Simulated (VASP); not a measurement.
# GaN (F-43m) in VASP: a series of runs, part 2 of 2

VASP 6.6.1. The steps go on from the part before.

### 4 Single point, r2SCAN

This run uses another cell than the first one, of 11.15 Å³/atom.

POSCAR reads:

```
GaN
1.0
    0.0000000000      2.2342279765      2.2342279765
    2.2342279765      0.0000000000      2.2342279765
    2.2342279765      2.2342279765      0.0000000000
Ga N
1 1
Direct
    0.0000000000      0.0000000000      0.0000000000
    0.2500000000      0.2500000000      0.2500000000
```

INCAR.step1 reads:

```
ALGO = Normal
EDIFF = 1E-4
ENCUT = 520
GGA = PE
ISMEAR = 0
LASPH = T
LCHARG = F
LREAL = F
LWAVE = T
NBANDS = 16
NELM = 80
PREC = Accurate
SIGMA = 0.01
```

INCAR.step2 reads:

```
ALGO = Normal
EDIFF = 1E-6
ENCUT = 520
ISIF = 2
ISMEAR = 0
ISTART = 1
LASPH = T
LCHARG = F
LMIXTAU = T
LREAL = F
LWAVE = F
METAGGA = R2SCAN
NBANDS = 16
NELM = 80
PREC = Accurate
SIGMA = 0.01
```

KPOINTS reads:

```
k-points
0
Gamma
  10 10 10
```

Potentials or basis: VASP PAW PBE potentials, release 64 (Ga_d, N).

Run with:

```
$ cat potpaw_PBE.64/Ga_d/POTCAR potpaw_PBE.64/N/POTCAR > POTCAR
$ cp INCAR.step1 INCAR
$ mpirun -np 1 vasp_std > vasp.out
$ cp INCAR.step2 INCAR
$ mpirun -np 1 vasp_std > vasp.out
```

OUTCAR:

```text
EDIFF = 1E-6
   ENCUT = 520
   ISIF = 2
   ISMEAR = 0
   ISTART = 1
   LASPH = T
   LREAL = F
   METAGGA = R2SCAN
   NELM = 80
   PREC = Accurate

 ion  position               nearest neighbor table
   1  0.000  0.000  0.000-   2 1.93   2 1.93   2 1.93   2 1.93
   2  0.250  0.250  0.250-   1 1.93   1 1.93   1 1.93   1 1.93

  LATTYP: Found a face centered cubic cell.
 ALAT       =     4.4684559530

  Lattice vectors:

 A1 = (   0.0000000000,   2.2342279765,   2.2342279765)
 A2 = (   2.2342279765,   0.0000000000,   2.2342279765)
 A3 = (   2.2342279765,   2.2342279765,   0.0000000000)

Analysis of symmetry for initial positions (statically):
=====================================================================
 Subroutine PRICEL returns:
 Original cell was already a primitive cell.

 Routine SETGRP: Setting up the symmetry group for a
 face centered cubic supercell.

 Subroutine GETGRP returns: Found 24 space group operations
 (whereof 24 operations were pure point group operations)
 out of a pool of 48 trial point group operations.

The static configuration has the point symmetry T_d .

Analysis of symmetry for dynamics (positions and initial velocities):
=====================================================================
 Subroutine PRICEL returns:
 Original cell was already a primitive cell.

 Routine SETGRP: Setting up the symmetry group for a
 face centered cubic supercell.

 Subroutine GETGRP returns: Found 24 space group operations
 (whereof 24 operations were pure point group operations)
 out of a pool of 48 trial point group operations.

The dynamic configuration has the point symmetry T_d .

 Subroutine INISYM returns: Found 24 space group operations
 (whereof 24 operations are pure point group operations),
 and found     1 'primitive' translations

----------------------------------------------------------------------------------------

[... 109 lines left out ...]
   IALGO  =     38    algorithm
   IMIX   =      4    mixing-type and parameters
     AMIX     =   0.40;   BMIX     =  1.00
     AMIX_MAG =   1.60;   BMIX_MAG =  1.00
  volume/ion in A,a.u.               =      11.15        75.26
  Fermi-wavevector in a.u.,A,eV,Ry     =   1.524152  2.880229 31.606854  2.323038
  Thomas-Fermi vector in A             =   2.632498
   LORBIT       =      0    0 simple, 1 ext, 2 COOP (PROOUT), +10 PAW based schemes
   METAGGA = R2SCAN    functional components
   LHFCALC =     F    Hartree Fock is set to
   AEXX    =    0.0000 exact exchange contribution
   IVDW    =     0    specifies the selected vdW correction
   LEPSILON=     F    determine dielectric tensor
   LRPA    =     F    only Hartree local field effects (RPA)
 non-spin polarized calculation
 Gauss-broadening in eV      SIGMA  =   0.01
  energy-cutoff  :      520.00
  volume of cell :       22.31
 maximum number of plane-waves:       620
   NGX = 11   NGY = 11   NGZ = 11

 number of electron      18.0000016 magnetization

 Free energy of the ion-electron system (eV)
  ---------------------------------------------------
  ext. energy  EPLUGINS =         0.00000000
  ---------------------------------------------------
  free energy    TOTEN  =       -21.88738162 eV

  energy without entropy =      -21.88738162  energy(sigma->0) =      -21.88738162

 E-fermi :   5.4356     XC(G=0): -12.7874

 val. band max:        5.3005309024   @ k =   0.0000   0.0000   0.0000
 cond. band min:       7.5916555853   @ k =   0.0000   0.0000   0.0000
 fundamental gap:      2.2911246829
 Fermi energy:         5.4356403539

 k-point     1 :       0.0000    0.0000    0.0000
  band No.  band energies     occupation
      1     -11.6559      2.00000
      2      -8.5525      2.00000
      3      -8.5525      2.00000
      4      -8.5525      2.00000
      5      -8.1727      2.00000
      6      -8.1727      2.00000
[... 433 lines left out ...]
      3      -8.2985      2.00000
      4      -8.2955      2.00000
      5      -8.1064      2.00000
      6      -7.3722      2.00000
[... 8 lines left out ...]
     15      28.8948      0.00000
     16      29.0978      0.00000

 [... further k-points ...]

------------------------ aborting loop because EDIFF is reached ----------------------------------------

  FORCE on cell =-STRESS in cart. coord.  units (eV):
  Direction    XX          YY          ZZ          XY          YZ          ZX
  --------------------------------------------------------------------------------------
  -------------------------------------------------------------------------------------
  Total        0.7252421      0.7252421      0.7252421      0.0000000      0.0000000      0.0000000
  in kB       52.0932148     52.0932148     52.0932148      0.0000000      0.0000000      0.0000000
  external PRESSURE =      52.0932148 kB  Pullay stress =       0.0000000 kB

 VOLUME and BASIS-vectors are now :
 -----------------------------------------------------------------------------
  energy-cutoff  :      520.00
  volume of cell :       22.31
      direct lattice vectors                 reciprocal lattice vectors
     0.000000000  2.234227977  2.234227977    -0.223790949  0.223790949  0.223790949
     2.234227977  0.000000000  2.234227977     0.223790949 -0.223790949  0.223790949
     2.234227977  2.234227977  0.000000000     0.223790949  0.223790949 -0.223790949

 POSITION                                       TOTAL-FORCE (eV/Angst)
 -----------------------------------------------------------------------------------
      0.00000      0.00000      0.00000        -0.000000     -0.000000     -0.000000
      1.11711      1.11711      1.11711         0.000000      0.000000      0.000000
 -----------------------------------------------------------------------------------
    total drift:                                0.000007      0.000007      0.000007

  FREE ENERGIE OF THE ION-ELECTRON SYSTEM (eV)
  ---------------------------------------------------
  free  energy   TOTEN  =       -21.8873816248 eV

  energy  without entropy=      -21.8873816248  energy(sigma->0) =      -21.88738162
```

OSZICAR.step1:

```text
N       E                     dE             d eps       ncg     rms          rms(c)
DAV:   1     0.769949742216E+02    0.76995E+02   -0.94400E+03  1720   0.204E+03
DAV:   2    -0.894052746731E+01   -0.85936E+02   -0.80287E+02  1696   0.318E+02
DAV:   3    -0.141024401363E+02   -0.51619E+01   -0.51415E+01  1816   0.669E+01
DAV:   4    -0.141576517150E+02   -0.55212E-01   -0.55201E-01  1872   0.736E+00
DAV:   5    -0.141583843922E+02   -0.73268E-03   -0.73267E-03  1816   0.768E-01    0.781E+00
DAV:   6    -0.121118499433E+02    0.20465E+01   -0.48760E+00  2296   0.405E+01    0.268E+00
DAV:   7    -0.121226032327E+02   -0.10753E-01   -0.33354E-01  1600   0.651E+00    0.178E+00
DAV:   8    -0.121189133674E+02    0.36899E-02   -0.53443E-02  1760   0.333E+00    0.753E-01
DAV:   9    -0.121149169417E+02    0.39964E-02   -0.14533E-02  2280   0.284E+00    0.186E-01
DAV:  10    -0.121152371413E+02   -0.32020E-03   -0.15780E-03  1800   0.576E-01    0.864E-02
DAV:  11    -0.121151340119E+02    0.10313E-03   -0.27677E-04  1520   0.260E-01    0.995E-03
DAV:  12    -0.121151407543E+02   -0.67424E-05   -0.47584E-05   808   0.824E-02
   1 F= -.12115141E+02 E0= -.12115141E+02  d E =-.121269-107
```

Wall time 1.7 min (1 thread of Intel Xeon 8259CL, shared host); peak memory 0.15 GiB.

Results:

| Quantity | Value |
| --- | --- |
| Free energy | -21.8874 eV |
| Pressure | 5.2 GPa |
| Band gap on the k mesh | 2.29 eV |

Caveat: the cell stands under pressure; the PAW data sets were made with another functional, which shifts forces and pressure a little.

### 5 The runs side by side

| cell | gap on the mesh (eV) | pressure (GPa) |
| --- | --- | --- |
| a = 3.111 Å, angles 60.0°, 2 atoms | 2.60 | 16.3 |
| a = 3.132 Å, angles 60.0°, 2 atoms | 2.47 | 11.2 |
| a = 3.160 Å, angles 60.0°, 2 atoms | 2.29 | 5.2 |

Alike in all rows: task single point; level r2SCAN; potentials or basis VASP PAW PBE potentials, release 64 (Ga_d, N); no spin polarisation; k mesh 10 × 10 × 10; cutoff (eV) 520; smearing gaussian 0.01 eV.

Caveats: the cell stands under pressure; the PAW data sets were made with another functional, which shifts forces and pressure a little.

Absolute energies hang on the potentials; compare differences alone.
